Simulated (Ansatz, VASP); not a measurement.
## Two plane-wave programs on CdSe3S

```
Cd Se S
1.0
     4.63358    0.00000    0.00000
     0.00000    4.63358    0.00000
     0.00000    0.00000    5.86312
Cd Se S
1 3 1
Direct
  0.00000 0.00000 0.00000
  0.50000 0.50000 0.10590
  0.00000 0.50000 0.50000
  0.50000 0.00000 0.50000
  0.50000 0.50000 0.66200
```

Change from the starting cell: species swapped into the NdBPt3 type (P4mm, No. 99).

Alike in both runs: task single point; functional PBE; k mesh 4 × 4 × 4; occupations gaussian, width 0.1 eV; no spin polarisation.

```csv
,VASP,Ansatz
version,VASP 6.6.1,Ansatz 0.2.0
potentials or method,"VASP PAW PBE potentials, release 64 (Cd, Se, S), cutoff 520 eV","scalar-relativistic, plane waves, PAW"
valence electrons in the cell,36,74
```

|  | VASP | Ansatz | Ansatz less VASP |
| --- | --- | --- | --- |
| gap on the k mesh at the Fermi level (eV) | none | none | - |
| pressure (GPa) | -1.7 | -1.7 | -0.02 |
| traceless stress, the component that is largest in VASP (GPa) | 2.27 | 2.26 | -0.011 |
| rms of the force components (eV/Å) | 0.194 | 0.198 | +0.0038 |

Atom by atom the forces differ by 0.004 eV/Å (rms over components). A gap of «none» marks a metal or a gap that the smearing closes. VASP's potentials hold 36 valence electrons a cell and Ansatz's 74, so a difference there can come from the potentials and not from the codes.
